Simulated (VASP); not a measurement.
Wanted: the native input for a VASP 6.6.1 run.

```yaml
Task: single point
Functional: PBE
Potentials_or_basis: VASP PAW PBE potentials, release 64 (Ta_pv)
Cutoff: 520 eV
k_mesh: 18 × 18 × 18
Occupations: fermi-dirac, width 0.08 eV
Spin: no spin polarisation
Dipole_correction: no
Further_INCAR_settings: ALGO = Normal; EDIFF = 1e-06; NBANDS = 12
```

The structure of Ta lies in POSCAR:

```
Ta
1.0
    2.1360721249      0.0000000000      0.0000000000
    0.0000000000      2.1360721249      0.0000000000
    0.0000000000      0.0000000000      2.1360721249
Ta
1
Direct
    0.0000000000      0.0000000000      0.0000000000
```

These files were run (other wordings do the same):

INCAR

```
SYSTEM = Ta
PREC = Accurate
ENCUT = 520
EDIFF = 1E-6
ISMEAR = -1
SIGMA = 0.08
LREAL = .False.
LASPH = .True.
NELM = 60
ALGO = Normal
ISIF = 2
LWAVE = .False.
LCHARG = .True.
GGA = PE
LELF = .True.
LVHAR = .True.
NBANDS = 12
```

KPOINTS

```
regular mesh
0
Gamma
  18 18 18
  0 0 0
```

Potentials or basis: VASP PAW PBE potentials, release 64 (Ta_pv).

Launch:

```console
$ cat potpaw_PBE.64/Ta_pv/POTCAR > POTCAR
$ mpirun -np 1 vasp_std > vasp.out
```

It gave:

```
Pressure : 497.1 GPa
```

Wall time 13 s on 1 thread of Intel Xeon 8259CL, on a shared host, peak memory 0.14 GiB.
